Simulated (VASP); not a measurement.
A run of VASP 6.6.1 is set up as follows.

The input INCAR:

```
SYSTEM = CdSe
PREC     = Accurate       ! precision mode
ENCUT    = 520            ! plane-wave cutoff, eV
EDIFF    = 1E-6           ! SCF threshold, eV
ISMEAR   = 0              ! smearing method
SIGMA    = 0.01           ! smearing width, eV
LREAL    = .FALSE.        ! projectors in reciprocal space
LASPH    = .TRUE.         ! aspherical terms in the spheres
NELM     = 80             ! most SCF steps
ALGO     = Normal         ! electronic algorithm
ISIF     = 2              ! what is computed and relaxed
LWAVE    = .FALSE.        ! write WAVECAR
LCHARG   = .FALSE.        ! write CHGCAR
NBANDS   = 16             ! bands
```

The input KPOINTS:

```
Automatic mesh
0
G
  6 6 6
  0 0 0
```

POSCAR

```
CdSe
1.0
    2.9091434370      2.9091434370      0.0000000000
   -2.9091434370      2.9091434370      0.0000000000
    0.0000000000      2.9091434370      2.9091434370
Cd Se
1 1
Direct
    0.0000000000      0.0000000000      0.0000000000
    0.7500000000      0.2500000000      0.5000000000
```

Potentials or basis: VASP PAW LDA potentials, release 64 (Cd, Se).

Run with:

```bash
$ cat potpaw_LDA.64/Cd/POTCAR potpaw_LDA.64/Se/POTCAR > POTCAR
$ mpirun -np 1 vasp_std > vasp.out
```

Predict the band gap on the k mesh.

0.63 eV, direct.

Predict the pressure.

7.8 GPa.

LDA gaps usually lie below the measured ones, often by a third to a half.
